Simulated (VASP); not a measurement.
# SiC (P6_3mc) in VASP: settings compared, part 3 of 3

VASP 6.6.1. Earlier steps stand in the parts before.

### 5 Single point, LDA

This run uses another cell than the first one, of 10.52 Å³/atom.

File INCAR:

```
SYSTEM = SiC
PREC = Accurate
ENCUT = 520
EDIFF = 1E-6
ISMEAR = -1
SIGMA = 0.05
LREAL = .False.
LASPH = .True.
NELM = 100
ALGO = Normal
ISIF = 2
LWAVE = .False.
LCHARG = .True.
GGA = CA
LELF = .True.
LVHAR = .True.
NBANDS = 26
```

File KPOINTS:

```
Automatic mesh
0
Gamma
  10 10 3
  0 0 0
```

File POSCAR:

```
SiC
1.0
    3.0960635787      0.0000000000      0.0000000000
   -1.5480317893      2.6812697109      0.0000000000
    0.0000000000      0.0000000000     10.1373414467
Si C
4 4
Direct
    0.0000000000      0.0000000000      0.1878943800
    0.0000000000      0.0000000000      0.6878943800
    0.3333333333      0.6666666667      0.4378419800
    0.6666666667      0.3333333333      0.9378419800
    0.0000000000      0.0000000000      0.0004600500
    0.0000000000      0.0000000000      0.5004600500
    0.3333333333      0.6666666667      0.2498025900
    0.6666666667      0.3333333333      0.7498025900
```

Potentials or basis: VASP PAW LDA potentials, release 64 (Si, C).

On the command line:

```sh
$ cat potpaw_LDA.64/Si/POTCAR potpaw_LDA.64/C/POTCAR > POTCAR
$ mpirun -np 1 vasp_std > vasp.out
```

OUTCAR:

```text
SYSTEM = SiC
   PREC = Accurate
   ENCUT = 520
   EDIFF = 1E-6
   ISMEAR = -1
   LREAL = .False.
   LASPH = .True.
   NELM = 100
   ISIF = 2
   GGA = CA

 ion  position               nearest neighbor table
   1  0.000  0.000  0.188-   7 1.89   7 1.89   7 1.89   5 1.90   3 3.10   3 3.10   3 3.10   4 3.10
                             4 3.10   4 3.10
   2  0.000  0.000  0.688-   8 1.89   8 1.89   8 1.89   6 1.90   4 3.10   4 3.10   4 3.10   3 3.10
                             3 3.10   3 3.10
   3  0.333  0.667  0.438-   6 1.90   6 1.90   6 1.90   7 1.91   1 3.10   1 3.10   1 3.10   2 3.10
                             2 3.10   2 3.10
   4  0.667  0.333  0.938-   5 1.90   5 1.90   5 1.90   8 1.91   2 3.10   2 3.10   2 3.10   1 3.10
                             1 3.10   1 3.10
   5  0.000  0.000  0.000-   4 1.90   4 1.90   4 1.90   1 1.90
   6  0.000  0.000  0.500-   3 1.90   3 1.90   3 1.90   2 1.90
   7  0.333  0.667  0.250-   1 1.89   1 1.89   1 1.89   3 1.91
   8  0.667  0.333  0.750-   2 1.89   2 1.89   2 1.89   4 1.91

  LATTYP: Found a hexagonal cell.
 ALAT       =     3.0960635787
 C/A-ratio  =     3.2742678530

  Lattice vectors:

 A1 = (   3.0960635787,   0.0000000000,   0.0000000000)
 A2 = (  -1.5480317893,   2.6812697109,   0.0000000000)
 A3 = (   0.0000000000,   0.0000000000,  10.1373414467)

Analysis of symmetry for initial positions (statically):
=====================================================================
 Subroutine PRICEL returns:
 Original cell was already a primitive cell.

 Routine SETGRP: Setting up the symmetry group for a
 hexagonal supercell.

 Subroutine GETGRP returns: Found 12 space group operations
 (whereof  6 operations were pure point group operations)
 out of a pool of 24 trial point group operations.

The static configuration has the point symmetry C_3v.
 The point group associated with its full space group is C_6v.

Analysis of symmetry for dynamics (positions and initial velocities):
[... 149 lines left out ...]
   GGA     = CA    functional components
   LHFCALC =     F    Hartree Fock is set to
   AEXX    =    0.0000 exact exchange contribution
   IVDW    =     0    specifies the selected vdW correction
   LEPSILON=     F    determine dielectric tensor
   LRPA    =     F    only Hartree local field effects (RPA)
 non-spin polarized calculation
  energy-cutoff  :      520.00
  volume of cell :       84.15
 maximum number of plane-waves:      2286
 NGX is ok and might be reduce to    24
   NGX = 11   NGY = 11   NGZ = 37

 number of electron      32.0000001 magnetization

 Free energy of the ion-electron system (eV)
  ---------------------------------------------------
  ext. energy  EPLUGINS =         0.00000000
  ---------------------------------------------------
  free energy    TOTEN  =       -66.51171231 eV

  energy without entropy =      -66.51171231  energy(sigma->0) =      -66.51171231

 E-fermi :   8.9618     XC(G=0): -11.4830

 val. band max:        7.9393558175   @ k =   0.0000   0.0000   0.0000
 cond. band min:      10.1015615241   @ k =   0.5000   0.0000   0.0000
 fundamental gap:      2.1622057066
 Fermi energy:         8.9617585302

 k-point     1 :       0.0000    0.0000    0.0000
  band No.  band energies     occupation
      1      -7.3221      2.00000
      2      -6.1547      2.00000
      3      -6.1214      2.00000
      4      -3.7674      2.00000
      5      -0.5978      2.00000
      6       3.6109      2.00000
[... 685 lines left out ...]
     25      15.6883      0.00000
     26      16.5846      0.00000

 [... further k-points ...]

------------------------ aborting loop because EDIFF is reached ----------------------------------------

  FORCE on cell =-STRESS in cart. coord.  units (eV):
  Direction    XX          YY          ZZ          XY          YZ          ZX
  --------------------------------------------------------------------------------------
  -------------------------------------------------------------------------------------
  Total       -3.9531879     -3.9531879     -3.9459351     -0.0000000      0.0000000      0.0000000
  in kB      -75.2633573    -75.2633573    -75.1252743     -0.0000000      0.0000000      0.0000000
  external PRESSURE =     -75.2173297 kB  Pullay stress =       0.0000000 kB

 VOLUME and BASIS-vectors are now :
 -----------------------------------------------------------------------------
  energy-cutoff  :      520.00
  volume of cell :       84.15
      direct lattice vectors                 reciprocal lattice vectors
     3.096063579  0.000000000  0.000000000     0.322990783  0.186478816  0.000000000
    -1.548031789  2.681269711  0.000000000     0.000000000  0.372957631  0.000000000
     0.000000000  0.000000000 10.137341447     0.000000000  0.000000000  0.098645193

 POSITION                                       TOTAL-FORCE (eV/Angst)
 -----------------------------------------------------------------------------------
      0.00000      0.00000      1.90475         0.000000     -0.000000     -0.005957
      0.00000      0.00000      6.97342        -0.000000      0.000000     -0.005957
     -0.00000      1.78751      4.43855        -0.000000     -0.000000      0.010694
      1.54803      0.89376      9.50722         0.000000      0.000000      0.010694
      0.00000      0.00000      0.00466        -0.000000      0.000000     -0.002106
      0.00000      0.00000      5.07333         0.000000     -0.000000     -0.002106
     -0.00000      1.78751      2.53233         0.000000     -0.000000     -0.002632
      1.54803      0.89376      7.60100        -0.000000     -0.000000     -0.002632
 -----------------------------------------------------------------------------------
    total drift:                                0.000000      0.000000     -0.000693

  FREE ENERGIE OF THE ION-ELECTRON SYSTEM (eV)
  ---------------------------------------------------
  free  energy   TOTEN  =       -66.5117123145 eV

  energy  without entropy=      -66.5117123145  energy(sigma->0) =      -66.51171231
```

Wall time 77 s (1 thread of Intel Xeon 8259CL, shared host); peak memory 0.19 GiB.

What came out:

| Property | Result |
| --- | --- |
| Free energy | -66.5117 eV |
| Pressure | -7.5 GPa |
| Largest force | 0.011 eV/Å |
| Band gap on the k mesh | 2.16 eV (least direct gap 3.28 eV) |

Forces on the atoms (eV/Å):
```
Si   0.000  0.000 -0.006
Si   0.000  0.000 -0.006
Si   0.000  0.000  0.011
Si   0.000  0.000  0.011
C    0.000  0.000 -0.002
C    0.000  0.000 -0.002
C    0.000  0.000 -0.003
C    0.000  0.000 -0.003
```

Caveat: the cell stands under tension; an odd mesh through Γ misses points on the zone boundary, where band edges can lie.

### 6 Summary

| level | potentials or basis | cell | gap on the mesh (eV) | pressure (GPa) | largest force (eV/Å) |
| --- | --- | --- | --- | --- | --- |
| BLYP+D3(BJ) | VASP PAW PBE potentials, release 64 (Si, C) | a = 3.076, b = 3.076, c = 10.071 Å, angles 90.0, 90.0, 120.0°, 8 atoms | 2.54 | -0.9 | 0.02 |
| PBEsol+D3(BJ) | VASP PAW PBE potentials, release 64 (Si, C) | a = 3.096, b = 3.096, c = 10.137 Å, angles 90.0, 90.0, 120.0°, 8 atoms | 2.10 | -7.1 | - |
| BLYP+D3(BJ) | VASP PAW PBE potentials, release 64 (Si, C) | a = 3.096, b = 3.096, c = 10.137 Å, angles 90.0, 90.0, 120.0°, 8 atoms | 2.53 | -5.0 | 0.02 |
| LDA | VASP PAW LDA potentials, release 64 (Si, C) | a = 3.096, b = 3.096, c = 10.137 Å, angles 90.0, 90.0, 120.0°, 8 atoms | 2.16 | -7.5 | 0.01 |

Alike in all rows: task single point; no spin polarisation; k mesh 10 × 10 × 3; cutoff (eV) 520; smearing fermi-dirac 0.05 eV.

Caveats: an odd mesh through Γ misses points on the zone boundary, where band edges can lie; the PAW data sets were made with another functional, which shifts forces and pressure a little (at least some runs); the cell stands under tension (at least some runs).

Absolute energies hang on the potentials; compare differences alone.
